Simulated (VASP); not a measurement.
Set up this calculation in VASP 6.6.1, as the native input.

```yaml
Task: relaxation of cell and atoms
Functional: LDA
Potentials_or_basis: VASP PAW LDA potentials, release 64 (C)
Cutoff: 600 eV
k_mesh: 12 × 12 × 12
Occupations: gaussian, width 0.02 eV
Spin: no spin polarisation
Dipole_correction: no
Further_INCAR_settings: ALGO = Normal; EDIFF = 1e-07; IBRION = 2; EDIFFG = -0.002; NSW = 100; ISIF = 3
```

The structure of C lies in POSCAR:

```
C
1.0
    0.0000000000      1.7660705302      1.7660705302
    1.7660705302      0.0000000000      1.7660705302
    1.7660705302      1.7660705302      0.0000000000
C
2
Direct
    0.0000000000      0.0000000000      0.0000000000
    0.2500000000      0.2500000000      0.2500000000
```

One way to write it, as run:

INCAR

```
SYSTEM = C
PREC = Accurate
ENCUT = 600
EDIFF = 1E-7
ISMEAR = 0
SIGMA = 0.02
LREAL = .False.
LASPH = .True.
NELM = 120
ALGO = Normal
ISIF = 3
LWAVE = .False.
LCHARG = .False.
GGA = CA
IBRION = 2
NSW = 100
EDIFFG = -0.002
GGA_COMPAT = .False.
NELMIN = 4
```

KPOINTS

```
Automatic mesh
0
Gamma
  12 12 12
  0 0 0
```

Potentials or basis: VASP PAW LDA potentials, release 64 (C).

The run is started by

```bash
$ cat potpaw_LDA.64/C/POTCAR > POTCAR
$ mpirun -np 1 vasp_std > vasp.out
```

Results of the run:

```
Relaxed volume                         : 5.52 Å³/atom
Relaxed cell                           : a = 2.499 Å, b = 2.499 Å, c = 2.499 Å, α = 60.00°, β = 60.00°, γ = 60.00°
Space group after relaxing (to 0.05 Å) : Fd-3m (No. 227)
Energy gained by relaxing              : 0.0 meV/atom
Ionic steps                            : 3
Pressure after relaxing                : 0.0 GPa
Band gap on the k mesh                 : 4.19 eV, indirect (least direct gap 5.62 eV)
```

It took 16 s on 1 thread of AMD EPYC 7R13, on a shared host, peak memory 0.08 GiB.
